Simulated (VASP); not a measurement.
# SnCl (P6/mmm) in VASP: notebook, part 2 of 2

VASP 6.6.1. Earlier steps stand in the parts before.

## Step 3: Single point, PBE

This run uses another cell than the first one, of 33.47 Å³/atom, 1.200 times its volume.

INCAR reads:

```
SYSTEM = SnCl
ALGO = Normal
EDIFF = 1E-6
ENCUT = 520
GGA = PE
ISIF = 2
ISMEAR = 0
LASPH = .True.
LCHARG = .False.
LREAL = .False.
LWAVE = .False.
NBANDS = 18
NELM = 60
PREC = Accurate
SIGMA = 0.1
```

KPOINTS reads:

```
k-points
0
Gamma
  6 6 4
  0 0 0
```

POSCAR reads:

```
SnCl
1.0
    3.6559549800      0.0000000000      0.0000000000
   -1.8279774900      3.1661498800      0.0000000000
    0.0000000000      0.0000000000      5.7829919700
Sn Cl
1 1
Direct
    0.0000000000      0.0000000000      0.0000000000
    0.0000000000      0.0000000000      0.5000000000
```

Potentials or basis: VASP PAW PBE potentials, release 64 (Sn_d, Cl).

Started as:

```bash
cat potpaw_PBE.64/Sn_d/POTCAR potpaw_PBE.64/Cl/POTCAR > POTCAR
mpirun -np 1 vasp_std > vasp.out
```

OUTCAR:

```text
SYSTEM = SnCl
   EDIFF = 1E-6
   ENCUT = 520
   GGA = PE
   ISIF = 2
   ISMEAR = 0
   LASPH = .True.
   LREAL = .False.
   NELM = 60
   PREC = Accurate

 ion  position               nearest neighbor table
   1  0.000  0.000  0.000-   2 2.89   2 2.89
   2  0.000  0.000  0.500-   1 2.89   1 2.89

  LATTYP: Found a hexagonal cell.
 ALAT       =     3.6559549800
 C/A-ratio  =     1.5818006517

  Lattice vectors:

 A1 = (   3.6559549800,   0.0000000000,   0.0000000000)
 A2 = (  -1.8279774900,   3.1661498800,   0.0000000000)
 A3 = (   0.0000000000,   0.0000000000,   5.7829919700)

Analysis of symmetry for initial positions (statically):
=====================================================================
 Subroutine PRICEL returns:
 Original cell was already a primitive cell.

 Routine SETGRP: Setting up the symmetry group for a
 hexagonal supercell.

 Subroutine GETGRP returns: Found 24 space group operations
 (whereof 24 operations were pure point group operations)
 out of a pool of 24 trial point group operations.

The static configuration has the point symmetry D_6h.

Analysis of symmetry for dynamics (positions and initial velocities):
=====================================================================
 Subroutine PRICEL returns:
 Original cell was already a primitive cell.

 Routine SETGRP: Setting up the symmetry group for a
 hexagonal supercell.

 Subroutine GETGRP returns: Found 24 space group operations
 (whereof 24 operations were pure point group operations)
 out of a pool of 24 trial point group operations.

The dynamic configuration has the point symmetry D_6h.

 Subroutine INISYM returns: Found 24 space group operations
 (whereof 24 operations are pure point group operations),
 and found     1 'primitive' translations

----------------------------------------------------------------------------------------

                                     Primitive cell

  volume of cell :      66.9399

  direct lattice vectors                    reciprocal lattice vectors
     3.655954980  0.000000000  0.000000000     0.273526344  0.157920509  0.000000000
    -1.827977490  3.166149880  0.000000000     0.000000000  0.315841018  0.000000000
     0.000000000  0.000000000  5.782991970     0.000000000  0.000000000  0.172920870

  length of vectors
     3.655954980  3.655954973  5.782991970     0.315841017  0.315841018  0.172920870

  position of ions in fractional coordinates (direct lattice)
     0.000000000  0.000000000  0.000000000
     0.000000000  0.000000000  0.500000000

  ion indices of the primitive-cell ions
   primitive index   ion index
                 1           1
                 2           2

----------------------------------------------------------------------------------------

 KPOINTS: k-points

Automatic generation of k-mesh.
 Grid dimensions read from file:
 generate k-points for:    6    6    4

 Generating k-lattice:

  Cartesian coordinates                     Fractional coordinates (reciprocal lattice)
     0.045587724  0.026320085  0.000000000     0.166666667  0.000000000  0.000000000
     0.000000000  0.052640170  0.000000000     0.000000000  0.166666667  0.000000000
     0.000000000  0.000000000  0.043230217     0.000000000  0.000000000  0.250000000

  Length of vectors
     0.052640170  0.052640170  0.043230217

  Shift w.r.t. Gamma in fractional coordinates (k-lattice)
     0.000000000  0.000000000  0.000000000

 Subroutine IBZKPT returns following result:
 ===========================================

 Found     21 irreducible k-points:

 Following reciprocal coordinates:
            Coordinates               Weight
  0.000000  0.000000  0.000000      1.000000
  0.166667 -0.000000  0.000000      6.000000
  0.333333 -0.000000  0.000000      6.000000
  0.500000 -0.000000  0.000000      3.000000
  0.166667  0.166667  0.000000      6.000000
  0.333333  0.166667  0.000000     12.000000
[... 13 lines left out ...]
  0.333333  0.166667  0.500000     12.000000
  0.333333  0.333333  0.500000      2.000000
   k-points           NKPTS =     21   k-points in BZ     NKDIM =     21   number of bands    NBANDS=     18
   number of dos      NEDOS =    301   number of ions     NIONS =      2
   total plane-waves  NPLWV =  37632
   dimension x,y,z NGX =    28 NGY =   28 NGZ =   48
   dimension x,y,z NGXF=    56 NGYF=   56 NGZF=   96
   ions per type =               1   1
   NGX,Y,Z   is equivalent  to a cutoff of  12.73, 12.73, 13.80 a.u.
   NGXF,Y,Z  is equivalent  to a cutoff of  25.46, 25.46, 27.60 a.u.
 SYSTEM =  SnCl
   PREC   = accura    normal or accurate (medium, high low for compatibility)
   ISTART =      0    job   : 0-new  1-cont  2-samecut
   ICHARG =      2    charge: 1-file 2-atom 10-const
   ISPIN  =      1    spin polarized calculation?
   LNONCOLLINEAR =      F non collinear calculations
   LSORBIT =      F    spin-orbit coupling
   LASPH  =      T    aspherical Exc in radial PAW
   ENCUT  =  520.0 eV  38.22 Ry    6.18 a.u.   6.80  6.80 10.75*2*pi/ulx,y,z
   NELM   =     60;   NELMIN=  2; NELMDL= -5     # of ELM steps
   EDIFF  = 0.1E-05   stopping-criterion for ELM
   LREAL  =      F    real-space projection
   EDIFFG = 0.1E-04   stopping-criterion for IOM
   NSW    =      0    number of steps for IOM
   IBRION =     -1    ionic relax: 0-MD 1-quasi-New 2-CG
   NFREE  =      0    steps in history (QN), initial steepest desc. (CG)
   ISIF   =      2    stress and relaxation
   ISYM   =      2    0-nonsym 1-usesym 2-fastsym
   POTIM  = 0.5000    time-step for ionic-motion
   TEBEG  =    0.0;   TEEND  =   0.0 temperature during run
   PSTRESS=    0.0 pullay stress
   NELECT =      21.0000    total number of electrons
   NUPDOWN=      -1.0000    fix difference up-down
   EMIN   =  10.00;   EMAX   =-10.00  energy-range for DOS
   EFERMI =   0.00;   METHOD = LEGACY
   ISMEAR =     0;   SIGMA  =   0.10  broadening in eV -4-tet -1-fermi 0-gaus
   EFERMI_NEDOS =   21; number of points for ismear=-14 and -15
   IALGO  =     38    algorithm
   IMIX   =      4    mixing-type and parameters
     AMIX     =   0.40;   BMIX     =  1.00
     AMIX_MAG =   1.60;   BMIX_MAG =  1.00
  volume/ion in A,a.u.               =      33.47       225.87
  Fermi-wavevector in a.u.,A,eV,Ry     =   1.112379  2.102092 16.835687  1.237388
  Thomas-Fermi vector in A             =   2.248953
   LORBIT       =      0    0 simple, 1 ext, 2 COOP (PROOUT), +10 PAW based schemes
   GGA     = PE    functional components
   LHFCALC =     F    Hartree Fock is set to
   AEXX    =    0.0000 exact exchange contribution
   IVDW    =     0    specifies the selected vdW correction
   LEPSILON=     F    determine dielectric tensor
   LRPA    =     F    only Hartree local field effects (RPA)
 non-spin polarized calculation
 Gauss-broadening in eV      SIGMA  =   0.10
  energy-cutoff  :      520.00
  volume of cell :       66.94
 maximum number of plane-waves:      1824
 NGX is ok and might be reduce to    28
   NGX = 13   NGY = 13   NGZ = 21

 number of electron      21.0000013 magnetization

 Free energy of the ion-electron system (eV)
  ---------------------------------------------------
  ext. energy  EPLUGINS =         0.00000000
  ---------------------------------------------------
  free energy    TOTEN  =        -6.37826147 eV

  energy without entropy =       -6.37780200  energy(sigma->0) =       -6.37803173

 E-fermi :   2.0790     XC(G=0):  -8.3289

 val. band max:        1.9166934470   @ k =   0.3333   0.3333   0.2500
 cond. band min:       2.2284058821   @ k =   0.3333   0.3333   0.0000
 fundamental gap:      0.3117124351
 Fermi energy:         2.0789772164

 k-point     1 :       0.0000    0.0000    0.0000
  band No.  band energies     occupation
      1     -19.3273      2.00000
      2     -19.3121      2.00000
      3     -19.3121      2.00000
      4     -19.2806      2.00000
      5     -19.2806      2.00000
      6     -11.5079      2.00000
[... 10 lines left out ...]
     17      12.9464      0.00000
     18      13.5651      0.00000
[... 400 lines left out ...]
 k-point    21 :       0.3333    0.3333    0.5000
  band No.  band energies     occupation
      1     -19.2986      2.00000
      2     -19.2986      2.00000
      3     -19.2839      2.00000
      4     -19.2809      2.00000
      5     -19.2809      2.00000
      6     -11.0872      2.00000
[... 10 lines left out ...]
     17      12.9729      0.00000
     18      15.7804      0.00000

------------------------ aborting loop because EDIFF is reached ----------------------------------------

  FORCE on cell =-STRESS in cart. coord.  units (eV):
  Direction    XX          YY          ZZ          XY          YZ          ZX
  --------------------------------------------------------------------------------------
  -------------------------------------------------------------------------------------
  Total       -0.7138535     -0.7138535     -5.0799960      0.0000000     -0.0000000      0.0000000
  in kB      -17.0857787    -17.0857786   -121.5875362      0.0000000     -0.0000000      0.0000000
  external PRESSURE =     -51.9196978 kB  Pullay stress =       0.0000000 kB

 VOLUME and BASIS-vectors are now :
 -----------------------------------------------------------------------------
  energy-cutoff  :      520.00
  volume of cell :       66.94
      direct lattice vectors                 reciprocal lattice vectors
     3.655954980  0.000000000  0.000000000     0.273526344  0.157920509  0.000000000
    -1.827977490  3.166149880  0.000000000     0.000000000  0.315841018  0.000000000
     0.000000000  0.000000000  5.782991970     0.000000000  0.000000000  0.172920870

 POSITION                                       TOTAL-FORCE (eV/Angst)
 -----------------------------------------------------------------------------------
      0.00000      0.00000      0.00000         0.000000      0.000000      0.000000
      0.00000      0.00000      2.89150        -0.000000      0.000000      0.000000
 -----------------------------------------------------------------------------------
    total drift:                               -0.000000     -0.000000      0.000000

  FREE ENERGIE OF THE ION-ELECTRON SYSTEM (eV)
  ---------------------------------------------------
  free  energy   TOTEN  =        -6.3782614705 eV

  energy  without entropy=       -6.3778019973  energy(sigma->0) =       -6.37803173
```

stdout:

```text
POSCAR found type information on POSCAR SnCl
 POSCAR found :  2 types and       2 ions
 scaLAPACK will be used
 LDA part: xc-table for (Slater+PW92), standard interpolation
 POSCAR, INCAR and KPOINTS ok, starting setup
 FFT: planning ... GRIDC
 FFT: planning ... GRID_SOFT
 FFT: planning ... GRID
 WAVECAR not read
 entering main loop
```

Wall time 12 s (1 thread of Intel Xeon 6975P-C (Granite Rapids), shared host); peak memory 0.18 GiB.

What came out:

* Free energy: -6.3783 eV
* Pressure: -5.2 GPa

Levels at points of the mesh, in eV from the Fermi level:
```csv
k point,band 8,band 9,band 10,band 11,band 12,band 13
"(0.00, 0.00, 0.00)",-3.76,-0.29,-0.29,3.90,5.93,5.93
"(0.50, 0.00, 0.00)",-3.01,-2.86,-0.86,-0.74,3.79,5.64
"(0.00, 0.00, 0.50)",-1.41,-0.24,-0.24,0.80,5.62,5.62
"(0.50, 0.00, 0.50)",-2.24,-1.82,-0.66,-0.66,2.75,3.46
```

Caveat: spin-orbit coupling is left out, which moves the levels of the heavy elements; an odd number of electrons without spin polarisation forces a metal; a magnetic or distorted state may lie lower.

## Step 4: Relaxation of cell and atoms, PBE

This run uses another cell than the first one, of 33.47 Å³/atom, 1.200 times its volume.

INCAR reads:

```
SYSTEM = SnCl
  PREC = Accurate
  ENCUT = 600
  EDIFF = 1E-6
  ISMEAR = 0
  SIGMA = 0.1
  LREAL = .False.
  LASPH = .True.
  NELM = 60
  ALGO = Normal
  ISIF = 3
  LWAVE = .False.
  LCHARG = .False.
  GGA = PE
  IBRION = 2
  NSW = 90
  EDIFFG = -0.04
```

KPOINTS reads:

```
regular mesh
0
Gamma
  6 6 4
  0 0 0
```

POSCAR is that of step 3.

Started as:

```bash
cat potpaw_PBE.64/Sn_d/POTCAR potpaw_PBE.64/Cl/POTCAR > POTCAR
mpirun -np 1 vasp_std > vasp.out
```

Run time: 49 s. Hardware: 1 thread of Intel Xeon 6975P-C (Granite Rapids), shared host; peak memory 0.22 GiB.

It converged, with:

```
Free energy                            : -6.6531 eV
Relaxed volume                         : 27.67 Å³/atom
Relaxed cell                           : a = 3.470 Å, b = 3.470 Å, c = 5.306 Å, α = 90.00°, β = 90.00°, γ = 120.00°
Space group after relaxing (to 0.05 Å) : P6/mmm (No. 191)
Energy gained by relaxing              : 137.3 meV/atom
Ionic steps                            : 7
Pressure after relaxing                : 0.1 GPa
```

The path:
```tsv
step	energy change (eV)	largest force (eV/Å)	pressure (GPa)	volume (Å³)
1	0.0000	0.0000	-5.15	66.94
2	-0.1463	0.0000	2.69	56.81
3	-0.2437	0.0000	-1.27	60.26
4	-0.2437	0.0000	-1.11	60.13
5	-0.2658	0.0000	-0.61	57.93
6	-0.2741	0.0000	-0.20	56.16
7	-0.2746	0.0000	0.09	55.34
```

Final structure:
```
Sn Cl
1.0
     3.47028    0.00000    0.00000
    -1.73514    3.00535    0.00000
     0.00000    0.00000    5.30614
Sn Cl
1 1
Direct
  0.00000 0.00000 0.00000
  0.00000 0.00000 0.50000
```

Levels at points of the mesh, in eV from the Fermi level:
```
           k point  band 7  band 8  band 9  band 10  band 11  band 12  band 13  band 14
(0.00, 0.00, 0.00)   -7.74   -5.24   -1.00    -1.00     4.75     7.15     7.15     7.26
(0.50, 0.00, 0.00)   -4.77   -4.36   -4.17    -1.60    -1.19     4.44     5.34     6.77
(0.00, 0.00, 0.50)   -9.05   -1.73   -0.91    -0.91     0.91     6.46     6.46     7.63
(0.50, 0.00, 0.50)   -6.64   -3.52   -2.42    -1.47    -0.42     3.21     3.81     8.06
```

Caveat: the volume moved by over 15 % at a fixed basis, so the end points are rough; spin-orbit coupling is left out, which moves the levels of the heavy elements; an odd number of electrons without spin polarisation forces a metal; a magnetic or distorted state may lie lower.

## Step 5: Single point, PBE

This run uses another cell than the first one, of 28.02 Å³/atom, 1.004 times its volume.

INCAR reads:

```
SYSTEM = SnCl
ALGO = Normal
EDIFF = 1E-7
ENCUT = 520
GGA = PE
ISIF = 2
ISMEAR = 0
LASPH = .TRUE.
LCHARG = .FALSE.
LREAL = .FALSE.
LWAVE = .FALSE.
NBANDS = 18
NELM = 80
PREC = Accurate
SIGMA = 0.1
```

KPOINTS reads:

```
k-points
0
G
  18 18 10
  0 0 0
```

POSCAR reads:

```
SnCl
1.0
    3.4904168675      0.0000000000      0.0000000000
   -1.7452084338      3.0227896770      0.0000000000
    0.0000000000      0.0000000000      5.3119640578
Sn Cl
1 1
Direct
    0.0000000000      0.0000000000      0.0000000000
    0.0000000000      0.0000000000      0.5000000000
```

Potentials or basis: VASP PAW PBE potentials, release 64 (Sn_d, Cl).

Started as:

```bash
cat potpaw_PBE.64/Sn_d/POTCAR potpaw_PBE.64/Cl/POTCAR > POTCAR
mpirun -np 1 vasp_std > vasp.out
```

OUTCAR:

```text
SYSTEM = SnCl
   EDIFF = 1E-7
   ENCUT = 520
   GGA = PE
   ISIF = 2
   ISMEAR = 0
   LASPH = .TRUE.
   LREAL = .FALSE.
   NELM = 80
   PREC = Accurate

 ion  position               nearest neighbor table
   1  0.000  0.000  0.000-   2 2.66   2 2.66
   2  0.000  0.000  0.500-   1 2.66   1 2.66

  LATTYP: Found a hexagonal cell.
 ALAT       =     3.4904168675
 C/A-ratio  =     1.5218709568

  Lattice vectors:

 A1 = (   3.4904168675,   0.0000000000,   0.0000000000)
[... 689 lines left out ...]
 [... further k-points ...]

------------------------ aborting loop because EDIFF is reached ----------------------------------------

  FORCE on cell =-STRESS in cart. coord.  units (eV):
  Direction    XX          YY          ZZ          XY          YZ          ZX
  --------------------------------------------------------------------------------------
  -------------------------------------------------------------------------------------
  Total       -0.0285026     -0.0285026     -0.0197138      0.0000000     -0.0000000      0.0000000
  in kB       -0.8148066     -0.8148066     -0.5635616      0.0000000     -0.0000000      0.0000000
  external PRESSURE =      -0.7310583 kB  Pullay stress =       0.0000000 kB

 VOLUME and BASIS-vectors are now :
 -----------------------------------------------------------------------------
  energy-cutoff  :      520.00
  volume of cell :       56.05
      direct lattice vectors                 reciprocal lattice vectors
     3.490416868  0.000000000  0.000000000     0.286498730  0.165410119  0.000000000
    -1.745208434  3.022789677  0.000000000     0.000000000  0.330820238  0.000000000
     0.000000000  0.000000000  5.311964058     0.000000000  0.000000000  0.188254286

 POSITION                                       TOTAL-FORCE (eV/Angst)
 -----------------------------------------------------------------------------------
      0.00000      0.00000      0.00000         0.000000      0.000000      0.000000
      0.00000      0.00000      2.65598         0.000000      0.000000      0.000000
 -----------------------------------------------------------------------------------
    total drift:                               -0.000000     -0.000000      0.000000

  FREE ENERGIE OF THE ION-ELECTRON SYSTEM (eV)
  ---------------------------------------------------
  free  energy   TOTEN  =        -6.6478387057 eV

  energy  without entropy=       -6.6450328433  energy(sigma->0) =       -6.64643577
```

OSZICAR:

```text
N       E                     dE             d eps       ncg     rms          rms(c)
DAV:   1     0.165301947505E+03    0.16530E+03   -0.10044E+04  8180   0.139E+03
DAV:   2     0.114237169617E+02   -0.15388E+03   -0.14811E+03  8608   0.367E+02
DAV:   3    -0.651069605890E+01   -0.17934E+02   -0.17762E+02  9608   0.107E+02
DAV:   4    -0.703773609684E+01   -0.52704E+00   -0.52639E+00  9698   0.198E+01
DAV:   5    -0.705344941070E+01   -0.15713E-01   -0.15712E-01 11256   0.337E+00    0.459E+00
DAV:   6    -0.668841340051E+01    0.36504E+00   -0.59302E-01 11290   0.568E+00    0.267E+00
DAV:   7    -0.665056818409E+01    0.37845E-01   -0.24322E-01 11330   0.270E+00    0.119E+00
DAV:   8    -0.664984486361E+01    0.72332E-03   -0.48341E-02  8920   0.145E+00    0.242E-01
DAV:   9    -0.664760704531E+01    0.22378E-02   -0.85766E-03 11658   0.558E-01    0.103E-01
DAV:  10    -0.664777258324E+01   -0.16554E-03   -0.70506E-04  8828   0.144E-01    0.535E-02
DAV:  11    -0.664784167210E+01   -0.69089E-04   -0.12343E-04  8884   0.817E-02    0.113E-02
DAV:  12    -0.664783926292E+01    0.24092E-05   -0.10146E-05 10094   0.195E-02    0.509E-03
DAV:  13    -0.664783908803E+01    0.17489E-06   -0.87522E-07 10028   0.703E-03    0.239E-03
DAV:  14    -0.664783878158E+01    0.30645E-06   -0.14669E-07  8416   0.225E-03    0.542E-04
DAV:  15    -0.664783870573E+01    0.75841E-07   -0.66111E-08  7178   0.171E-03
   1 F= -.66478387E+01 E0= -.66464358E+01  d E =-.280586E-02
```

stdout:

```text
POSCAR found type information on POSCAR SnCl
 POSCAR found :  2 types and       2 ions
 scaLAPACK will be used
 LDA part: xc-table for (Slater+PW92), standard interpolation
 POSCAR, INCAR and KPOINTS ok, starting setup
 FFT: planning ... GRIDC
 FFT: planning ... GRID_SOFT
 FFT: planning ... GRID
 WAVECAR not read
 entering main loop
```

Wall time 80 s (1 thread of Intel Xeon 6975P-C (Granite Rapids), shared host); peak memory 0.34 GiB.

What came out:

| Item | Value |
| --- | --- |
| Free energy | -6.6478 eV |
| Pressure | -0.1 GPa |

Levels at points of the mesh, in eV from the Fermi level:
```tsv
k point	band 8	band 9	band 10	band 11	band 12	band 13
(0.00, 0.00, 0.00)	-5.30	-1.12	-1.12	4.67	6.92	6.92
(0.50, 0.00, 0.00)	-4.44	-4.22	-1.71	-1.24	4.28	5.27
(0.00, 0.00, 0.50)	-1.81	-1.04	-1.04	0.85	6.23	6.23
(0.50, 0.00, 0.50)	-3.57	-2.47	-1.58	-0.54	3.10	3.65
```

Caveat: spin-orbit coupling is left out, which moves the levels of the heavy elements; an odd number of electrons without spin polarisation forces a metal; a magnetic or distorted state may lie lower.

## Step 6: The runs side by side

```tsv
task	cell	k mesh	cutoff (eV)	gap on the mesh (eV)	pressure (GPa)
single point	a = 3.483, b = 3.483, c = 5.312 Å, angles 90.0, 90.0, 120.0°, 2 atoms	6 × 6 × 4	520	none	-0.2
single point	a = 3.656, b = 3.656, c = 5.783 Å, angles 90.0, 90.0, 120.0°, 2 atoms	6 × 6 × 4	520	none	-5.2
relaxation of cell and atoms	relaxed from a = 3.656, b = 3.656, c = 5.783 Å, angles 90.0, 90.0, 120.0°, 2 atoms	6 × 6 × 4	600	none	0.1
single point	a = 3.490, b = 3.490, c = 5.312 Å, angles 90.0, 90.0, 120.0°, 2 atoms	18 × 18 × 10	520	none	-0.1
```

Alike in all rows: level PBE; potentials or basis VASP PAW PBE potentials, release 64 (Sn_d, Cl); no spin polarisation; smearing gaussian 0.1 eV.

Caveats: spin-orbit coupling is left out, which moves the levels of the heavy elements; an odd number of electrons without spin polarisation forces a metal; a magnetic or distorted state may lie lower; the volume moved by over 15 % at a fixed basis, so the end points are rough (some runs).

Total energies depend on the potentials used, so only differences within one code and one set of settings carry meaning.
